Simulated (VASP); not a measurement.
# TiTe2 (P-3m1) in VASP: notebook

Aim: see how the results for TiTe2 move with the level of theory and the settings. Levels: r2SCAN, LDA, revPBE+D3(BJ). Tasks: single point, relaxation of cell and atoms.

All numbers are computed with VASP 6.6.1; they aren't measurements. Logs are shortened: lines on timing, memory, paths and dates and some standing lists are left out, and cuts for length are marked.

### 1 The cell of the first run

Symmetry: P-3m1, No. 164, trigonal system. The conventional cell has a = 3.821 Å, b = 3.821 Å, c = 6.706 Å, α = 90.00°, β = 90.00°, γ = 120.00°. Ti (site symmetry -3m) has 6 Te at 2.77 Å within 3.7 Å. Within 3.7 Å of Te (site symmetry 3m) lie 3 Ti at 2.77 Å.

### 2 Single point, r2SCAN

Contents of POSCAR:

```
TiTe2
1.0
    3.8209018048      0.0000000000      0.0000000000
   -1.9104509024      3.3089980283      0.0000000000
    0.0000000000      0.0000000000      6.7064492067
Ti Te
1 2
Direct
    0.0000000000      0.0000000000      0.0000000000
    0.6666666667      0.3333333333      0.2506967923
    0.3333333333      0.6666666667      0.7493032077
```

Contents of INCAR.step1:

```
SYSTEM = TiTe2
PREC = Accurate
ENCUT = 520
ISMEAR = 1
SIGMA = 0.1
LREAL = .False.
LASPH = .True.
NELM = 80
NBANDS = 19
GGA = PE
ALGO = Normal
EDIFF = 1E-4
LWAVE = .True.
LCHARG = .False.
```

Contents of INCAR.step2:

```
SYSTEM = TiTe2
PREC = Accurate
ENCUT = 520
EDIFF = 1E-7
ISMEAR = 1
SIGMA = 0.1
LREAL = .False.
LASPH = .True.
NELM = 80
ALGO = Normal
ISIF = 2
LWAVE = .False.
LCHARG = .False.
METAGGA = R2SCAN
LMIXTAU = .True.
NBANDS = 19
ISTART = 1
```

Contents of KPOINTS:

```
Automatic mesh
0
Gamma
  8 8 4
  0 0 0
```

Potentials or basis: VASP PAW PBE potentials, release 64 (Ti_sv, Te).

Run with:

```
> cat potpaw_PBE.64/Ti_sv/POTCAR potpaw_PBE.64/Te/POTCAR > POTCAR
> cp INCAR.step1 INCAR
> mpirun -np 1 vasp_std > vasp.out
> cp INCAR.step2 INCAR
> mpirun -np 1 vasp_std > vasp.out
```

OUTCAR:

```text
SYSTEM = TiTe2
   PREC = Accurate
   ENCUT = 520
   EDIFF = 1E-7
   ISMEAR = 1
   LREAL = .False.
   LASPH = .True.
   NELM = 80
   ISIF = 2
   METAGGA = R2SCAN
   ISTART = 1

 ion  position               nearest neighbor table
   1  0.000  0.000  0.000-   2 2.77   3 2.77   3 2.77   2 2.77   2 2.77   3 2.77
   2  0.667  0.333  0.251-   1 2.77   1 2.77   1 2.77
   3  0.333  0.667  0.749-   1 2.77   1 2.77   1 2.77

  LATTYP: Found a hexagonal cell.
 ALAT       =     3.8209018048
 C/A-ratio  =     1.7552006174

  Lattice vectors:

 A1 = (   3.8209018048,   0.0000000000,   0.0000000000)
 A2 = (  -1.9104509024,   3.3089980283,   0.0000000000)
 A3 = (   0.0000000000,   0.0000000000,   6.7064492067)

Analysis of symmetry for initial positions (statically):
=====================================================================
 Subroutine PRICEL returns:
 Original cell was already a primitive cell.

 Routine SETGRP: Setting up the symmetry group for a
 hexagonal supercell.

 Subroutine GETGRP returns: Found 12 space group operations
 (whereof 12 operations were pure point group operations)
 out of a pool of 24 trial point group operations.

The static configuration has the point symmetry D_3d.

Analysis of symmetry for dynamics (positions and initial velocities):
=====================================================================
 Subroutine PRICEL returns:
 Original cell was already a primitive cell.

 Routine SETGRP: Setting up the symmetry group for a
 hexagonal supercell.

 Subroutine GETGRP returns: Found 12 space group operations
 (whereof 12 operations were pure point group operations)
 out of a pool of 24 trial point group operations.

The dynamic configuration has the point symmetry D_3d.

 Subroutine INISYM returns: Found 12 space group operations
 (whereof 12 operations are pure point group operations),
 and found     1 'primitive' translations

----------------------------------------------------------------------------------------

                                     Primitive cell

  volume of cell :      84.7920

  direct lattice vectors                    reciprocal lattice vectors
     3.820901805  0.000000000  0.000000000     0.261718320  0.151103142  0.000000000
    -1.910450902  3.308998028  0.000000000     0.000000000  0.302206285  0.000000000
     0.000000000  0.000000000  6.706449207     0.000000000  0.000000000  0.149110203
[... 78 lines left out ...]
   ISTART =      1    job   : 0-new  1-cont  2-samecut
   ICHARG =      0    charge: 1-file 2-atom 10-const
   ISPIN  =      1    spin polarized calculation?
   LNONCOLLINEAR =      F non collinear calculations
   LSORBIT =      F    spin-orbit coupling
   LASPH  =      T    aspherical Exc in radial PAW
   ENCUT  =  520.0 eV  38.22 Ry    6.18 a.u.   7.10  7.10 12.47*2*pi/ulx,y,z
   NELM   =     80;   NELMIN=  2; NELMDL=  0     # of ELM steps
   EDIFF  = 0.1E-06   stopping-criterion for ELM
   LREAL  =      F    real-space projection
   EDIFFG = 0.1E-05   stopping-criterion for IOM
   NSW    =      0    number of steps for IOM
   IBRION =     -1    ionic relax: 0-MD 1-quasi-New 2-CG
   NFREE  =      0    steps in history (QN), initial steepest desc. (CG)
   ISIF   =      2    stress and relaxation
   ISYM   =      2    0-nonsym 1-usesym 2-fastsym
   POTIM  = 0.5000    time-step for ionic-motion
   TEBEG  =    0.0;   TEEND  =   0.0 temperature during run
   PSTRESS=    0.0 pullay stress
   NELECT =      24.0000    total number of electrons
   NUPDOWN=      -1.0000    fix difference up-down
   EMIN   =  10.00;   EMAX   =-10.00  energy-range for DOS
   EFERMI =   0.00;   METHOD = LEGACY
   ISMEAR =     1;   SIGMA  =   0.10  broadening in eV -4-tet -1-fermi 0-gaus
   EFERMI_NEDOS =   21; number of points for ismear=-14 and -15
   IALGO  =     38    algorithm
   IMIX   =      4    mixing-type and parameters
     AMIX     =   0.40;   BMIX     =  1.00
     AMIX_MAG =   1.60;   BMIX_MAG =  1.00
  volume/ion in A,a.u.               =      28.26       190.73
  Fermi-wavevector in a.u.,A,eV,Ry     =   1.074881  2.031230 15.719741  1.155368
  Thomas-Fermi vector in A             =   2.210721
   LORBIT       =      0    0 simple, 1 ext, 2 COOP (PROOUT), +10 PAW based schemes
   METAGGA = R2SCAN    functional components
   LHFCALC =     F    Hartree Fock is set to
   AEXX    =    0.0000 exact exchange contribution
   IVDW    =     0    specifies the selected vdW correction
   LEPSILON=     F    determine dielectric tensor
   LRPA    =     F    only Hartree local field effects (RPA)
 non-spin polarized calculation
 Methfessel and Paxton  Order N= 1 SIGMA  =   0.10
  energy-cutoff  :      520.00
  volume of cell :       84.79
 maximum number of plane-waves:      2311
   NGX = 15   NGY = 15   NGZ = 25

 number of electron      24.0000000 magnetization

 Free energy of the ion-electron system (eV)
  ---------------------------------------------------
  ext. energy  EPLUGINS =         0.00000000
  ---------------------------------------------------
  free energy    TOTEN  =       -66.29245155 eV

  energy without entropy =      -66.29196990  energy(sigma->0) =      -66.29229100

 E-fermi :   6.1796     XC(G=0): -10.0267

 val. band max:        6.1719271996   @ k =   0.5000  -0.0000   0.2500
 cond. band min:       6.2467413826   @ k =   0.5000  -0.0000   0.0000
 fundamental gap:      0.0748141829
 Fermi energy:         6.1795629623

 k-point     1 :       0.0000    0.0000    0.0000
  band No.  band energies     occupation
      1     -53.9464      2.00000
      2     -29.1522      2.00000
      3     -29.1522      2.00000
      4     -29.1134      2.00000
      5      -6.6203      2.00000
      6      -5.2241      2.00000
[... 505 lines left out ...]
      6      -4.6827      2.00000
[... 11 lines left out ...]
     18      11.7266      0.00000
     19      12.5104      0.00000

 [... further k-points ...]
[... 5 lines left out ...]
  --------------------------------------------------------------------------------------
  -------------------------------------------------------------------------------------
  Total        0.0514567      0.0514567      0.0584059     -0.0000000      0.0000000      0.0000000
  in kB        0.9722930      0.9722930      1.1036024     -0.0000000      0.0000000      0.0000000
  external PRESSURE =       1.0160628 kB  Pullay stress =       0.0000000 kB

 VOLUME and BASIS-vectors are now :
 -----------------------------------------------------------------------------
  energy-cutoff  :      520.00
  volume of cell :       84.79
      direct lattice vectors                 reciprocal lattice vectors
     3.820901805  0.000000000  0.000000000     0.261718320  0.151103142  0.000000000
    -1.910450902  3.308998028  0.000000000     0.000000000  0.302206285  0.000000000
     0.000000000  0.000000000  6.706449207     0.000000000  0.000000000  0.149110203

 POSITION                                       TOTAL-FORCE (eV/Angst)
 -----------------------------------------------------------------------------------
      0.00000      0.00000      0.00000         0.000000      0.000000     -0.000000
      1.91045      1.10300      1.68129         0.000000      0.000000      0.019134
     -0.00000      2.20600      5.02516        -0.000000     -0.000000     -0.019134
 -----------------------------------------------------------------------------------
    total drift:                               -0.000000      0.000000      0.000000

  FREE ENERGIE OF THE ION-ELECTRON SYSTEM (eV)
  ---------------------------------------------------
  free  energy   TOTEN  =       -66.2924515467 eV

  energy  without entropy=      -66.2919698973  energy(sigma->0) =      -66.29229100
```

OUTCAR.step1:

```text
SYSTEM = TiTe2
   PREC = Accurate
   ENCUT = 520
   ISMEAR = 1
   LREAL = .False.
   LASPH = .True.
[... 753 lines left out ...]
      0.00000      0.00000      0.00000         0.000000      0.000000      0.000000
      1.91045      1.10300      1.68129        -0.000000     -0.000000      0.168337
     -0.00000      2.20600      5.02516         0.000000      0.000000     -0.168337
 -----------------------------------------------------------------------------------
    total drift:                               -0.000000      0.000000      0.000000

  FREE ENERGIE OF THE ION-ELECTRON SYSTEM (eV)
  ---------------------------------------------------
  free  energy   TOTEN  =       -16.2130160448 eV

  energy  without entropy=      -16.2133723922  energy(sigma->0) =      -16.21313483
```

Wall time 3.9 min (1 thread of Intel Xeon Platinum 8488C (Sapphire Rapids), shared host); peak memory 0.23 GiB.

What came out:

```
Free energy            : -66.2925 eV
Pressure               : 0.1 GPa
Largest force          : 0.019 eV/Å
Band gap on the k mesh : zero (band 12 reaches 6.52 eV, above the bottom of band 13 at 6.01 eV)
```

Forces on the atoms (eV/Å):
```
Ti   0.000  0.000  0.000
Te   0.000  0.000  0.019
Te   0.000  0.000 -0.019
```

Caveat: the PAW data sets were made with another functional, which shifts forces and pressure a little; spin-orbit coupling is left out, which moves the levels of the heavy elements.

### 3 Relaxation of cell and atoms, LDA

This run uses another cell than the first one, of 26.76 Å³/atom, 0.947 times its volume.

Contents of INCAR:

```
  PREC = Accurate
  ENCUT = 600
  EDIFF = 1E-7
  ISMEAR = 1
  SIGMA = 0.1
  LREAL = False
  LASPH = True
  NELM = 60
  ALGO = Normal
  ISIF = 3
  LWAVE = False
  LCHARG = False
  GGA = CA
  IBRION = 2
  NSW = 60
  EDIFFG = -0.02
```

Contents of KPOINTS:

```
regular mesh
0
Gamma
  8 8 4
```

Contents of POSCAR:

```
TiTe2
1.0
    3.7770000000      0.0000000000      0.0000000000
   -1.8885000000      3.2709780000      0.0000000000
    0.0000000000      0.0000000000      6.4980000000
Ti Te
1 2
Direct
    0.0000000000      0.0000000000      0.0000000000
    0.6666666667      0.3333333333      0.2628000000
    0.3333333333      0.6666666667      0.7372000000
```

Potentials or basis: VASP PAW LDA potentials, release 64 (Ti_sv, Te).

Run with:

```
> cat potpaw_LDA.64/Ti_sv/POTCAR potpaw_LDA.64/Te/POTCAR > POTCAR
> mpirun -np 1 vasp_std > vasp.out
```

Run time: 6.4 min. Hardware: 1 thread of Intel Xeon Platinum 8488C (Sapphire Rapids), shared host; peak memory 0.23 GiB.

It converged, with:

| Item | Value |
| --- | --- |
| Free energy | -18.3486 eV |
| Relaxed volume | 24.55 Å³/atom |
| Relaxed cell | a = 3.673 Å, b = 3.673 Å, c = 6.305 Å, α = 90.00°, β = 90.00°, γ = 120.00° |
| Space group after relaxing (to 0.05 Å) | P-3m1 (No. 164) |
| Energy gained by relaxing | 24.9 meV/atom |
| Ionic steps | 7 |
| Pressure after relaxing | 0.0 GPa |
| Largest force after relaxing | 0.014 eV/Å |
| Band gap on the k mesh | zero (band 12 reaches 8.16 eV, above the bottom of band 13 at 7.30 eV) |

Forces in eV/Å, atoms in the order of the input:
```
Ti   0.000  0.000  0.000
Te   0.000  0.000 -0.014
Te   0.000  0.000  0.014
```

Stress tensor (GPa, compression positive):
```
 0.07  0.00  0.00
 0.00  0.07  0.00
 0.00  0.00 -0.08
```

Step by step:
| step | energy change (eV) | largest force (eV/Å) | pressure (GPa) | volume (Å³) |
| --- | --- | --- | --- | --- |
| 1 | 0.0000 | 0.2849 | -4.01 | 80.28 |
| 2 | -0.0213 | 0.7350 | 3.53 | 72.75 |
| 3 | -0.0594 | 0.2570 | -0.17 | 75.95 |
| 4 | -0.0654 | 0.1951 | -0.13 | 75.47 |
| 5 | -0.0709 | 0.0397 | -0.01 | 74.31 |
| 6 | -0.0731 | 0.0198 | -0.02 | 74.06 |
| 7 | -0.0746 | 0.0139 | 0.02 | 73.66 |

Final structure:
```
Ti Te
1.0
     3.67280    0.00000    0.00000
    -1.83640    3.18074    0.00000
     0.00000    0.00000    6.30510
Ti Te
1 2
Cartesian
  0.0000 0.0000 0.0000
  1.8364 1.0602 1.7053
  0.0000 2.1205 4.5998
```

Levels at points of the mesh, in eV from the Fermi level:
| k point | band 8 | band 9 | band 10 | band 11 | band 12 | band 13 | band 14 | band 15 | band 16 |
| --- | --- | --- | --- | --- | --- | --- | --- | --- | --- |
| (0.00, 0.00, 0.00) | -1.63 | -1.63 | 0.25 | 0.45 | 0.45 | 0.88 | 1.38 | 1.38 | 3.26 |
| (0.50, 0.00, 0.00) | -3.93 | -2.93 | -2.54 | -1.73 | -1.15 | -0.02 | 1.31 | 1.67 | 2.53 |
| (0.00, 0.00, 0.50) | -3.01 | -1.53 | -1.53 | 0.43 | 0.43 | 0.93 | 0.93 | 1.17 | 3.86 |
| (0.50, 0.00, 0.50) | -4.98 | -2.58 | -2.11 | -0.82 | -0.41 | -0.41 | 1.31 | 1.66 | 2.72 |

Caveat: spin-orbit coupling is left out, which moves the levels of the heavy elements.

### 4 Relaxation of cell and atoms, revPBE+D3(BJ)

This run uses another cell than the first one, of 26.76 Å³/atom, 0.947 times its volume.

Contents of INCAR:

```
SYSTEM = TiTe2
ALGO = Normal ; EDIFF = 1E-6
EDIFFG = -0.02 ; ENCUT = 600
GGA = RE ; IBRION = 2
ISIF = 3 ; ISMEAR = 1
IVDW = 12 ; LASPH = .True.
LCHARG = .False. ; LREAL = .False.
LWAVE = .False. ; NELM = 80
NSW = 60 ; PREC = Accurate
SIGMA = 0.1
```

Contents of KPOINTS:

```
k-points
0
Gamma
  8 8 4
  0 0 0
```

POSCAR is that of step 3.

Potentials or basis: VASP PAW PBE potentials, release 64 (Ti_sv, Te).

Run with:

```
> cat potpaw_PBE.64/Ti_sv/POTCAR potpaw_PBE.64/Te/POTCAR > POTCAR
> mpirun -np 1 vasp_std > vasp.out
```

It took 9.1 min on 1 thread of Intel Xeon Platinum 8488C (Sapphire Rapids), shared host; peak memory 0.27 GiB.

It converged, with:

| Quantity | Value |
| --- | --- |
| Free energy | -18.1131 eV |
| Relaxed volume | 24.21 Å³/atom |
| Relaxed cell | a = 3.666 Å, b = 3.666 Å, c = 6.240 Å, α = 90.00°, β = 90.00°, γ = 120.00° |
| Space group after relaxing (to 0.05 Å) | P-3m1 (No. 164) |
| Energy gained by relaxing | 33.1 meV/atom |
| Ionic steps | 10 |
| Pressure after relaxing | 0.0 GPa |
| Largest force after relaxing | 0.010 eV/Å |
| Band gap on the k mesh | zero (band 12 reaches 8.66 eV, above the bottom of band 13 at 7.81 eV) |
| Dispersion energy per atom | -1.025 eV |

Forces on the atoms (eV/Å):
```
Ti   0.000  0.000  0.000
Te   0.000  0.000  0.010
Te   0.000  0.000 -0.010
```

Stress tensor (GPa, compression positive):
```
-0.08  0.00  0.00
 0.00 -0.08  0.00
 0.00  0.00  0.03
```

The path:
| step | energy change (eV) | largest force (eV/Å) | pressure (GPa) | volume (Å³) |
| --- | --- | --- | --- | --- |
| 1 | 0.0000 | 0.0840 | -3.24 | 80.28 |
| 2 | -0.0374 | 0.7870 | 1.87 | 74.16 |
| 3 | -0.0464 | 0.5655 | 0.15 | 75.94 |
| 4 | -0.0718 | 0.4033 | 0.14 | 74.78 |
| 5 | -0.0898 | 0.0629 | 0.26 | 72.66 |
| 6 | -0.0899 | 0.0914 | 0.23 | 72.82 |
| 7 | -0.0964 | 0.0043 | -0.34 | 73.07 |
| 8 | -0.0975 | 0.0619 | -0.63 | 73.21 |
| 9 | -0.0974 | 0.0810 | 0.53 | 72.06 |
| 10 | -0.0992 | 0.0102 | -0.04 | 72.64 |

Final structure:
```
Ti Te
1.0
     3.66634    0.00000    0.00000
    -1.83317    3.17515    0.00000
     0.00000    0.00000    6.23963
Ti Te
1 2
Direct
  0.00000 0.00000 0.00000
  0.66667 0.33333 0.27753
  0.33333 0.66667 0.72247
```

Levels at points of the mesh, in eV from the Fermi level:
| k point | band 8 | band 9 | band 10 | band 11 | band 12 | band 13 | band 14 | band 15 | band 16 |
| --- | --- | --- | --- | --- | --- | --- | --- | --- | --- |
| (0.00, 0.00, 0.00) | -1.61 | -1.61 | 0.24 | 0.49 | 0.49 | 0.99 | 1.37 | 1.37 | 3.07 |
| (0.50, 0.00, 0.00) | -4.03 | -3.06 | -2.57 | -1.70 | -1.28 | -0.05 | 1.37 | 1.74 | 2.46 |
| (0.00, 0.00, 0.50) | -3.18 | -1.49 | -1.49 | 0.47 | 0.47 | 0.82 | 0.82 | 1.21 | 3.78 |
| (0.50, 0.00, 0.50) | -5.18 | -2.64 | -2.18 | -0.81 | -0.43 | -0.37 | 1.36 | 1.73 | 2.53 |

Caveat: the PAW data sets were made with another functional, which shifts forces and pressure a little; spin-orbit coupling is left out, which moves the levels of the heavy elements.

### 5 Relaxation of cell and atoms, r2SCAN

This run uses another cell than the first one, of 26.76 Å³/atom, 0.947 times its volume.

POSCAR is that of step 4.

Contents of INCAR.step1:

```
PREC = Accurate
ENCUT = 600
ISMEAR = 1
SIGMA = 0.1
LREAL = False
LASPH = True
NELM = 80
GGA = PE
ALGO = Normal
EDIFF = 1E-4
LWAVE = True
LCHARG = False
```

Contents of INCAR.step2:

```
PREC = Accurate
ENCUT = 600
EDIFF = 1E-7
ISMEAR = 1
SIGMA = 0.1
LREAL = False
LASPH = True
NELM = 80
ALGO = Normal
ISIF = 3
LWAVE = False
LCHARG = False
METAGGA = R2SCAN
LMIXTAU = True
IBRION = 2
NSW = 60
EDIFFG = -0.02
ISTART = 1
```

Contents of KPOINTS:

```
Automatic mesh
0
Gamma
  8 8 4
```

Run with:

```
> cat potpaw_PBE.64/Ti_sv/POTCAR potpaw_PBE.64/Te/POTCAR > POTCAR
> cp INCAR.step1 INCAR
> mpirun -np 1 vasp_std > vasp.out
> cp INCAR.step2 INCAR
> mpirun -np 1 vasp_std > vasp.out
```

Wall time 26 min (1 thread of Intel Xeon Platinum 8488C (Sapphire Rapids), shared host); peak memory 0.27 GiB.

It converged, with:

```yaml
Free_energy: -66.2929 eV
Relaxed_volume: 28.20 Å³/atom
Relaxed_cell: a = 3.823 Å, b = 3.823 Å, c = 6.685 Å, α = 90.00°, β = 90.00°, γ = 120.00°
Space_group_after_relaxing_to_0.05_Å: P-3m1 (No. 164)
Energy_gained_by_relaxing: 8.7 meV/atom
Ionic_steps: 7
Pressure_after_relaxing: 0.0 GPa
Band_gap_on_the_k_mesh: zero (band 12 reaches 6.55 eV, above the bottom of band 13 at 6.04 eV)
```

The path:
```tsv
step	energy change (eV)	largest force (eV/Å)	pressure (GPa)	volume (Å³)
1	0.0000	0.2080	1.04	80.28
2	-0.0108	0.2864	-0.28	82.32
3	-0.0110	0.2988	-0.49	82.66
4	-0.0183	0.0928	0.00	82.96
5	-0.0186	0.0372	0.13	83.04
6	-0.0218	0.0270	0.10	83.43
7	-0.0260	0.0017	0.05	84.59
```

Final structure:
```yaml
crystal:
  lattice:
    - [3.82257, 0.00000, 0.00000]
    - [-1.91128, 3.31044, 0.00000]
    - [0.00000, 0.00000, 6.68468]
  atoms:
    - { symbol: Ti, position: [0.00000, 0.00000, 0.00000] }
    - { symbol: Te, position: [0.66667, 0.33333, 0.25162] }
    - { symbol: Te, position: [0.33333, 0.66667, 0.74838] }
```

Levels at points of the mesh, in eV from the Fermi level:
```tsv
k point	band 9	band 10	band 11	band 12	band 13	band 14	band 15	band 16
(0.00, 0.00, 0.00)	-2.05	0.15	0.34	0.34	0.49	0.79	0.79	3.11
(0.50, 0.00, 0.00)	-2.74	-2.56	-2.12	-1.33	0.07	1.10	1.47	2.48
(0.00, 0.00, 0.50)	-2.00	-2.00	0.33	0.33	0.58	0.58	1.06	3.40
(0.50, 0.00, 0.50)	-2.60	-2.30	-1.33	-0.99	-0.17	1.09	1.44	2.67
```

Caveat: the PAW data sets were made with another functional, which shifts forces and pressure a little; spin-orbit coupling is left out, which moves the levels of the heavy elements. Zero-point motion and thermal expansion aren't in these numbers.

### 6 Summary

```csv
task,level,potentials or basis,cell,cutoff (eV),gap on the mesh (eV),pressure (GPa),relaxed volume (Å³/atom),largest force (eV/Å)
single point,r2SCAN,"VASP PAW PBE potentials, release 64 (Ti_sv, Te)","a = 3.821, b = 3.821, c = 6.706 Å, angles 90.0, 90.0, 120.0°, 3 atoms",520,none,0.1,-,0.02
relaxation of cell and atoms,LDA,"VASP PAW LDA potentials, release 64 (Ti_sv, Te)","relaxed from a = 3.777, b = 3.777, c = 6.498 Å, angles 90.0, 90.0, 120.0°, 3 atoms",600,none,0.0,24.55,0.01
relaxation of cell and atoms,revPBE+D3(BJ),"VASP PAW PBE potentials, release 64 (Ti_sv, Te)","relaxed from a = 3.777, b = 3.777, c = 6.498 Å, angles 90.0, 90.0, 120.0°, 3 atoms",600,none,0.0,24.21,0.01
relaxation of cell and atoms,r2SCAN,"VASP PAW PBE potentials, release 64 (Ti_sv, Te)","relaxed from a = 3.777, b = 3.777, c = 6.498 Å, angles 90.0, 90.0, 120.0°, 3 atoms",600,none,0.0,28.20,-
```

Alike in all rows: no spin polarisation; k mesh 8 × 8 × 4; smearing methfessel-paxton 0.1 eV.

Caveats: spin-orbit coupling is left out, which moves the levels of the heavy elements; the PAW data sets were made with another functional, which shifts forces and pressure a little (some runs).

Total energies depend on the potentials used, so only differences within one code and one set of settings carry meaning.
